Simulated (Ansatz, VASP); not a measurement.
## Nb2B3C: VASP beside Ansatz

Contents of INCAR:

```
PREC     = Accurate       # precision mode
ENCUT    = 600            # plane-wave cutoff, eV
EDIFF    = 1E-7           # SCF threshold, eV
ISMEAR   = 0              # smearing method
SIGMA    = 0.1            # smearing width, eV
LREAL    = False          # projectors in reciprocal space
LASPH    = True           # aspherical terms in the spheres
NELM     = 80             # most SCF steps
ALGO     = Normal         # electronic algorithm
ISIF     = 3              # what is computed and relaxed
LWAVE    = False          # write WAVECAR
LCHARG   = False          # write CHGCAR
GGA      = PE             # functional
IBRION   = 2              # ionic algorithm
NSW      = 100            # ionic steps
EDIFFG   = -0.01          # ionic threshold
```

File KPOINTS:

```
regular mesh
0
Gamma
  12 12 6
```

POSCAR

```
Nb2B3C
1.0
    4.3311754795      0.0000000000      0.0000000000
   -2.1655877397      3.7509079935      0.0000000000
    0.0000000000      0.0000000000      6.0019629706
Nb B C
2 3 1
Direct
    0.3333333333      0.6666666667      0.0000000000
    0.6666666667      0.3333333333      0.0000000000
    0.0000000000      0.0000000000      0.7588739576
    0.0000000000      0.0000000000      0.2411260424
    0.0000000000      0.0000000000      0.5000000000
    0.0000000000      0.0000000000      0.0000000000
```

Input for Ansatz:

```yaml
crystal:
  lattice:
    - [4.3311754795, 0.0, 0.0]
    - [-2.1655877397, 3.7509079935, 0.0]
    - [0.0, 0.0, 6.0019629706]
  atoms:
    - { symbol: Nb, position: [0.3333333333, 0.6666666667, 0.0] }
    - { symbol: Nb, position: [0.6666666667, 0.3333333333, 0.0] }
    - { symbol: B, position: [0.0, 0.0, 0.7588739576] }
    - { symbol: B, position: [0.0, 0.0, 0.2411260424] }
    - { symbol: B, position: [0.0, 0.0, 0.5] }
    - { symbol: C, position: [0.0, 0.0, 0.0] }
basis:
  ecutwfc: 420
kpoints:
  mp_grid: { grid: [12, 12, 6] }
hamiltonian:
  xc: pbe
scf:
  occupations: { method: gaussian, width: 0.1 }
output:
  forces: true
  stress: true
  eigenvalues: true
  write_density: true
  write_potential: true
  elf: true
  volumetric_format: npy
relax:
  adjacent_minimum: "off"
  f_tol: 0.01
  max_steps: 80
  cell: { stress_tol: 0.05 }
```

Alike in both runs: task relaxation of cell and atoms; functional PBE; k mesh 12 × 12 × 6; occupations gaussian, width 0.1 eV; no spin polarisation.

|  | VASP | Ansatz |
| --- | --- | --- |
| version | VASP 6.6.1 | Ansatz 0.2.0 |
| potentials or method | VASP PAW PBE potentials, release 64 (Nb_sv, B, C), cutoff 600 eV | scalar-relativistic, plane waves, PAW |
| valence electrons in the cell | 39 | 39 |

|  | VASP | Ansatz | Ansatz less VASP |
| --- | --- | --- | --- |
| gap on the k mesh at the Fermi level, each at its own relaxed structure (eV) | none | none | - |
| relaxed volume (Å³/atom) | 16.26 | 16.28 | +0.023 |
| relaxed cell length with the largest relative difference (Å) | 4.333 | 4.335 | +0.0024 |

A gap of «none» marks a metal or a gap that the smearing closes.
